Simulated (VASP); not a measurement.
I, 1 atom in the cell. It takes space group Pmmm (No. 47, orthorhombic). Conventional cell: a = 2.955 Å, b = 3.865 Å, c = 4.790 Å, α = 90.00°, β = 90.00°, γ = 90.00°. Within 3.9 Å of I (site symmetry mmm) lie 4 I at 2.95 to 3.86 Å. The cell was generated, and may not be a known phase.

```yaml
Program: VASP 6.6.1
Task: relaxation of cell and atoms
Functional: PBE
Potentials_or_basis: VASP PAW PBE potentials, release 64 (I)
Cutoff: 500 eV
k_mesh: 18 × 14 × 12
Occupations: gaussian, width 0.1 eV
Spin: no spin polarisation
Dipole_correction: no
Further_INCAR_settings: ALGO = Normal; EDIFF = 1e-07; IBRION = 2; EDIFFG = -0.01; NSW = 100; ISIF = 3
```

Potentials or basis: VASP PAW PBE potentials, release 64 (I).

Command:

```console
$ cat potpaw_PBE.64/I/POTCAR > POTCAR
$ mpirun -np 1 vasp_std > vasp.out
```

Hardware: 1 thread of Oxide Virtual Turin-like Processor, on a shared host.

**Question.** How long does it take, and how much memory?

**Answer.** Wall time 12 min on 1 thread of Oxide Virtual Turin-like Processor, with other jobs on the host, peak memory 0.31 GiB. Counts: scf iterations 67, k points 560, ion steps 6.
